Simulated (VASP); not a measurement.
# LiF (Fm-3m) in VASP: a series of runs

The runs below take LiF through single point, with PBE.

All numbers are computed with VASP 6.6.1; they aren't measurements. Logs are shortened: lines on timing, memory, paths and dates and some standing lists are left out, and cuts for length are marked.

## (1) The cell of the first run

It takes space group Fm-3m (No. 225, cubic). Conventional cell: a = 3.897 Å, b = 3.897 Å, c = 3.897 Å, α = 90.00°, β = 90.00°, γ = 90.00°. Li (site symmetry m-3m) has 6 F at 1.95 Å within 2.6 Å. Within 2.6 Å of F (site symmetry m-3m) lie 6 Li at 1.95 Å.

## (2) Single point, PBE (volume scaled by 0.88)

The input, INCAR:

```
PREC = Accurate ; ENCUT = 520
EDIFF = 1E-6 ; ISMEAR = 0
SIGMA = 0.02 ; LREAL = F
LASPH = T ; NELM = 100
ALGO = Normal ; ISIF = 2
LWAVE = F ; LCHARG = T
GGA = PE ; LELF = T
LVHAR = T ; NBANDS = 12
```

The input, KPOINTS:

```
Automatic mesh
0
Gamma
  10 10 10
```

The input, POSCAR:

```
LiF
1.0
    0.0000000000      1.9487029751      1.9487029751
    1.9487029751      0.0000000000      1.9487029751
    1.9487029751      1.9487029751      0.0000000000
Li F
1 1
Direct
    0.0000000000      0.0000000000      0.0000000000
    0.5000000000      0.5000000000      0.5000000000
```

Potentials or basis: VASP PAW PBE potentials, release 64 (Li_sv, F).

On the command line:

```bash
> cat potpaw_PBE.64/Li_sv/POTCAR potpaw_PBE.64/F/POTCAR > POTCAR
> mpirun -np 1 vasp_std > vasp.out
```

OUTCAR:

```text
PREC = Accurate
   ENCUT = 520
   EDIFF = 1E-6
   ISMEAR = 0
   LREAL = F
   LASPH = T
   NELM = 100
   ISIF = 2
   GGA = PE

 ion  position               nearest neighbor table
   1  0.000  0.000  0.000-   2 1.95   2 1.95   2 1.95   2 1.95   2 1.95   2 1.95
   2  0.500  0.500  0.500-   1 1.95   1 1.95   1 1.95   1 1.95   1 1.95   1 1.95

  LATTYP: Found a face centered cubic cell.
 ALAT       =     3.8974059502

  Lattice vectors:

 A1 = (   0.0000000000,   1.9487029751,   1.9487029751)
 A2 = (   1.9487029751,   0.0000000000,   1.9487029751)
 A3 = (   1.9487029751,   1.9487029751,   0.0000000000)

Analysis of symmetry for initial positions (statically):
=====================================================================
 Subroutine PRICEL returns:
 Original cell was already a primitive cell.

 Routine SETGRP: Setting up the symmetry group for a
 face centered cubic supercell.

 Subroutine GETGRP returns: Found 48 space group operations
 (whereof 48 operations were pure point group operations)
 out of a pool of 48 trial point group operations.

The static configuration has the point symmetry O_h .

Analysis of symmetry for dynamics (positions and initial velocities):
=====================================================================
 Subroutine PRICEL returns:
 Original cell was already a primitive cell.

 Routine SETGRP: Setting up the symmetry group for a
 face centered cubic supercell.

 Subroutine GETGRP returns: Found 48 space group operations
 (whereof 48 operations were pure point group operations)
 out of a pool of 48 trial point group operations.

The dynamic configuration has the point symmetry O_h .

 Subroutine INISYM returns: Found 48 space group operations
 (whereof 48 operations are pure point group operations),
 and found     1 'primitive' translations

----------------------------------------------------------------------------------------

                                     Primitive cell

  volume of cell :      14.8002

  direct lattice vectors                    reciprocal lattice vectors
     0.000000000  1.948702975  1.948702975    -0.256580919  0.256580919  0.256580919
     1.948702975  0.000000000  1.948702975     0.256580919 -0.256580919  0.256580919
     1.948702975  1.948702975  0.000000000     0.256580919  0.256580919 -0.256580919

  length of vectors
     2.755882176  2.755882176  2.755882176     0.444411188  0.444411188  0.444411188

  position of ions in fractional coordinates (direct lattice)
     0.000000000  0.000000000  0.000000000
     0.500000000  0.500000000  0.500000000

  ion indices of the primitive-cell ions
   primitive index   ion index
                 1           1
                 2           2

----------------------------------------------------------------------------------------

 KPOINTS: Automatic mesh

Automatic generation of k-mesh.
 Grid dimensions read from file:
 generate k-points for:   10   10   10

 Generating k-lattice:

  Cartesian coordinates                     Fractional coordinates (reciprocal lattice)
    -0.025658092  0.025658092  0.025658092     0.100000000  0.000000000  0.000000000
     0.025658092 -0.025658092  0.025658092     0.000000000  0.100000000  0.000000000
     0.025658092  0.025658092 -0.025658092     0.000000000  0.000000000  0.100000000

  Length of vectors
     0.044441119  0.044441119  0.044441119

  Shift w.r.t. Gamma in fractional coordinates (k-lattice)
     0.000000000  0.000000000  0.000000000

 Subroutine IBZKPT returns following result:
 ===========================================

 Found     47 irreducible k-points:

 Following reciprocal coordinates:
            Coordinates               Weight
  0.000000  0.000000  0.000000      1.000000
  0.100000  0.000000  0.000000      8.000000
  0.200000  0.000000  0.000000      8.000000
  0.300000  0.000000  0.000000      8.000000
  0.400000  0.000000  0.000000      8.000000
  0.500000  0.000000  0.000000      4.000000
[... 16 lines left out ...]
  0.300000  0.300000  0.000000      6.000000
  0.400000  0.300000  0.000000     24.000000
 [... further k-points ...]
   k-points           NKPTS =     47   k-points in BZ     NKDIM =     47   number of bands    NBANDS=     12
   number of dos      NEDOS =    301   number of ions     NIONS =      2
   total plane-waves  NPLWV =   8000
   dimension x,y,z NGX =    20 NGY =   20 NGZ =   20
   dimension x,y,z NGXF=    40 NGYF=   40 NGZF=   40
   ions per type =               1   1
   NGX,Y,Z   is equivalent  to a cutoff of  12.06, 12.06, 12.06 a.u.
   NGXF,Y,Z  is equivalent  to a cutoff of  24.13, 24.13, 24.13 a.u.
 SYSTEM =  unknown system
   PREC   = accura    normal or accurate (medium, high low for compatibility)
   ISTART =      0    job   : 0-new  1-cont  2-samecut
   ICHARG =      2    charge: 1-file 2-atom 10-const
   ISPIN  =      1    spin polarized calculation?
   LNONCOLLINEAR =      F non collinear calculations
   LSORBIT =      F    spin-orbit coupling
   LASPH  =      T    aspherical Exc in radial PAW
   ENCUT  =  520.0 eV  38.22 Ry    6.18 a.u.   5.12  5.12  5.12*2*pi/ulx,y,z
   NELM   =    100;   NELMIN=  2; NELMDL= -5     # of ELM steps
   EDIFF  = 0.1E-05   stopping-criterion for ELM
   LREAL  =      F    real-space projection
   EDIFFG = 0.1E-04   stopping-criterion for IOM
   NSW    =      0    number of steps for IOM
   IBRION =     -1    ionic relax: 0-MD 1-quasi-New 2-CG
   NFREE  =      0    steps in history (QN), initial steepest desc. (CG)
   ISIF   =      2    stress and relaxation
   ISYM   =      2    0-nonsym 1-usesym 2-fastsym
   POTIM  = 0.5000    time-step for ionic-motion
   TEBEG  =    0.0;   TEEND  =   0.0 temperature during run
   PSTRESS=    0.0 pullay stress
   NELECT =      10.0000    total number of electrons
   NUPDOWN=      -1.0000    fix difference up-down
   EMIN   =  10.00;   EMAX   =-10.00  energy-range for DOS
   EFERMI =   0.00;   METHOD = LEGACY
   ISMEAR =     0;   SIGMA  =   0.02  broadening in eV -4-tet -1-fermi 0-gaus
   EFERMI_NEDOS =   21; number of points for ismear=-14 and -15
   IALGO  =     38    algorithm
   IMIX   =      4    mixing-type and parameters
     AMIX     =   0.40;   BMIX     =  1.00
     AMIX_MAG =   1.60;   BMIX_MAG =  1.00
  volume/ion in A,a.u.               =       7.40        49.94
  Fermi-wavevector in a.u.,A,eV,Ry     =   1.436545  2.714676 28.077813  2.063661
  Thomas-Fermi vector in A             =   2.555721
   LORBIT       =      0    0 simple, 1 ext, 2 COOP (PROOUT), +10 PAW based schemes
   GGA     = PE    functional components
   LHFCALC =     F    Hartree Fock is set to
   AEXX    =    0.0000 exact exchange contribution
   IVDW    =     0    specifies the selected vdW correction
   LEPSILON=     F    determine dielectric tensor
   LRPA    =     F    only Hartree local field effects (RPA)
 non-spin polarized calculation
 Gauss-broadening in eV      SIGMA  =   0.02
  energy-cutoff  :      520.00
  volume of cell :       14.80
 maximum number of plane-waves:       411
   NGX = 11   NGY = 11   NGZ = 11

 number of electron      10.0000000 magnetization

 number of electron       9.9999978 magnetization

 Free energy of the ion-electron system (eV)
  ---------------------------------------------------
  ext. energy  EPLUGINS =         0.00000000
  ---------------------------------------------------
  free energy    TOTEN  =        -9.57581661 eV

  energy without entropy =       -9.57581661  energy(sigma->0) =       -9.57581661

 E-fermi :  -0.2310     XC(G=0): -10.4738

 val. band max:       -0.3789179560   @ k =   0.0000   0.0000   0.0000
 cond. band min:       9.6452187050   @ k =   0.0000   0.0000   0.0000
 fundamental gap:     10.0241366610
 Fermi energy:        -0.2310108109

 k-point     1 :       0.0000    0.0000    0.0000
  band No.  band energies     occupation
      1     -41.1074      2.00000
      2     -20.6420      2.00000
      3      -0.3789      2.00000
      4      -0.3789      2.00000
      5      -0.3789      2.00000
      6       9.6452      0.00000
      7      24.9211      0.00000
      8      24.9212      0.00000
      9      24.9212      0.00000
     10      24.9320      0.00000
     11      24.9320      0.00000
     12      24.9320      0.00000

 k-point     2 :       0.1000    0.0000    0.0000
  band No.  band energies     occupation
      1     -41.0988      2.00000
      2     -20.5965      2.00000
      3      -0.6974      2.00000
      4      -0.4057      2.00000
      5      -0.4057      2.00000
      6       9.9331      0.00000
      7      21.8600      0.00000
      8      23.4542      0.00000
      9      23.4542      0.00000
     10      26.1273      0.00000
     11      26.1273      0.00000
     12      26.3286      0.00000

 k-point     3 :       0.2000    0.0000    0.0000
  band No.  band energies     occupation
      1     -41.0763      2.00000
      2     -20.4753      2.00000
      3      -1.4658      2.00000
      4      -0.4741      2.00000
      5      -0.4741      2.00000
      6      10.5418      0.00000
      7      19.3182      0.00000
      8      21.8396      0.00000
      9      21.8396      0.00000
     10      27.4082      0.00000
     11      27.5426      0.00000
     12      27.5426      0.00000
[... 286 lines left out ...]
 k-point    23 :       0.3000    0.3000    0.0000
  band No.  band energies     occupation
      1     -41.0327      2.00000
      2     -20.1411      2.00000
      3      -2.5281      2.00000
      4      -1.1468      2.00000
      5      -1.1468      2.00000
      6      12.8597      0.00000
      7      18.1134      0.00000
      8      19.7139      0.00000
      9      21.1609      0.00000
     10      21.1609      0.00000
     11      35.8816      0.00000
     12      36.5185      0.00000

 k-point    24 :       0.4000    0.3000    0.0000
  band No.  band energies     occupation
      1     -41.0163      2.00000
      2     -20.0051      2.00000
      3      -3.0166      2.00000
      4      -1.3884      2.00000
      5      -1.2600      2.00000
      6      13.6646      0.00000
      7      17.0235      0.00000
      8      19.2462      0.00000
      9      20.9061      0.00000
     10      21.9872      0.00000
     11      35.8776      0.00000
     12      36.3314      0.00000

 [... further k-points ...]

------------------------ aborting loop because EDIFF is reached ----------------------------------------

  FORCE on cell =-STRESS in cart. coord.  units (eV):
  Direction    XX          YY          ZZ          XY          YZ          ZX
  --------------------------------------------------------------------------------------
  -------------------------------------------------------------------------------------
  Total        1.0046230      1.0046230      1.0046230     -0.0000000      0.0000000      0.0000000
  in kB      108.7543824    108.7543824    108.7543824     -0.0000000      0.0000000      0.0000000
  external PRESSURE =     108.7543824 kB  Pullay stress =       0.0000000 kB

 VOLUME and BASIS-vectors are now :
 -----------------------------------------------------------------------------
  energy-cutoff  :      520.00
  volume of cell :       14.80
      direct lattice vectors                 reciprocal lattice vectors
     0.000000000  1.948702975  1.948702975    -0.256580919  0.256580919  0.256580919
     1.948702975  0.000000000  1.948702975     0.256580919 -0.256580919  0.256580919
     1.948702975  1.948702975  0.000000000     0.256580919  0.256580919 -0.256580919

 POSITION                                       TOTAL-FORCE (eV/Angst)
 -----------------------------------------------------------------------------------
      0.00000      0.00000      0.00000        -0.000000     -0.000000     -0.000000
      1.94870      1.94870      1.94870         0.000000      0.000000      0.000000
 -----------------------------------------------------------------------------------
    total drift:                                0.000000      0.000000      0.000000

  FREE ENERGIE OF THE ION-ELECTRON SYSTEM (eV)
  ---------------------------------------------------
  free  energy   TOTEN  =        -9.5758166110 eV

  energy  without entropy=       -9.5758166110  energy(sigma->0) =       -9.57581661
```

It took 6.7 s on 1 thread of Intel Xeon 6975P-C (Granite Rapids), shared host; peak memory 0.12 GiB.

Results:

```
Free energy            : -9.5758 eV
Band gap on the k mesh : 10.02 eV, direct
```

Caveat: the cutoff is under 1.25 times the usual one of these potentials, so pressure, stress and relaxed cells hold a basis-set (Pulay) error.

(Continued in part 2 of 2.)
